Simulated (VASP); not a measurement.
Set up this calculation in VASP 6.6.1, as the native input.

```yaml
Task: single point
Functional: PBE
Potentials_or_basis: VASP PAW PBE potentials, release 64 (Mo_sv, S)
Cutoff: 520 eV
k_mesh: 8 × 8 × 2
Occupations: fermi-dirac, width 0.1 eV
Spin: no spin polarisation
Dipole_correction: no
Further_INCAR_settings: ALGO = Normal; EDIFF = 1e-07; NBANDS = 35
```

The structure of MoS2 lies in POSCAR:

```
MoS2
1.0
    3.1690000000      0.0000000000      0.0000000000
   -1.5845000000      2.7444345046      0.0000000000
    0.0000000000      0.0000000000     12.3240000000
Mo S
2 4
Direct
    0.6666666667      0.3333333333      0.7500000000
    0.3333333333      0.6666666667      0.2500000000
    0.6666666667      0.3333333333      0.3770000000
    0.3333333333      0.6666666667      0.8770000000
    0.6666666667      0.3333333333      0.1230000000
    0.3333333333      0.6666666667      0.6230000000
```

The input as run:

INCAR

```
SYSTEM = MoS2
PREC = Accurate
ENCUT = 520
EDIFF = 1E-7
ISMEAR = -1
SIGMA = 0.1
LREAL = .False.
LASPH = .True.
NELM = 80
ALGO = Normal
ISIF = 2
LWAVE = .False.
LCHARG = .True.
GGA = PE
LELF = .True.
LVHAR = .True.
NBANDS = 35
```

KPOINTS

```
regular mesh
0
Gamma
  8 8 2
  0 0 0
```

Potentials or basis: VASP PAW PBE potentials, release 64 (Mo_sv, S).

Command:

```console
$ cat potpaw_PBE.64/Mo_sv/POTCAR potpaw_PBE.64/S/POTCAR > POTCAR
$ mpirun -np 1 vasp_std > vasp.out
```

It gave:

* Pressure: 1.9 GPa
* Largest force: 0.078 eV/Å
* Band gap on the k mesh: 0.99 eV (least direct gap 1.94 eV)

Caveat: this functional lacks dispersion, which binds layers or chains, so the pressure and a relaxed spacing across them are unreliable.

It took 2.1 min on 1 thread of Intel Xeon 8259CL (shared host), peak memory 0.25 GiB.
